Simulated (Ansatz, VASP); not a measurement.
# SnO2 in VASP and in Ansatz

```
Sn O
1.0
     4.72127    0.00000    0.00000
     0.00000    4.72425    0.00000
     0.00000    0.00000    3.19002
Sn O
2 4
Direct
  0.50000 0.50000 0.50000
  0.00000 0.00000 0.00000
  0.30557 0.30657 0.00000
  0.80557 0.19343 0.50000
  0.19443 0.80657 0.50000
  0.69443 0.69343 0.00000
```

Alike in both runs: functional LDA; k mesh 6 × 6 × 8; occupations gaussian, width 0.02 eV; no spin polarisation.

Ansatz relaxed the structure, and its values are those at the end. VASP's run is a single point on that final structure, the one shown.

|  | VASP | Ansatz |
| --- | --- | --- |
| version | VASP 6.6.1 | Ansatz 0.2.0 |
| potentials or method | VASP PAW LDA potentials, release 64 (Sn_d, O), cutoff 520 eV | scalar-relativistic, plane waves, PAW |
| valence electrons in the cell | 52 | 52 |

Ansatz gave:

| Quantity | Value |
| --- | --- |
| gap on the k mesh at the Fermi level (eV) | 1.16 |
| least direct gap on the mesh (eV) | 1.16 |
| pressure (GPa) | 0.0 |
| rms of the force components (eV/Å) | 0.001 |

Estimate VASP's values.

gap on the k mesh at the Fermi level (eV): 1.20; least direct gap on the mesh (eV): 1.20; pressure (GPa): 1.1; rms of the force components (eV/Å): 0.010.

LDA's correlation is that of Perdew and Zunger in VASP and of Perdew and Wang (1992) in Ansatz.
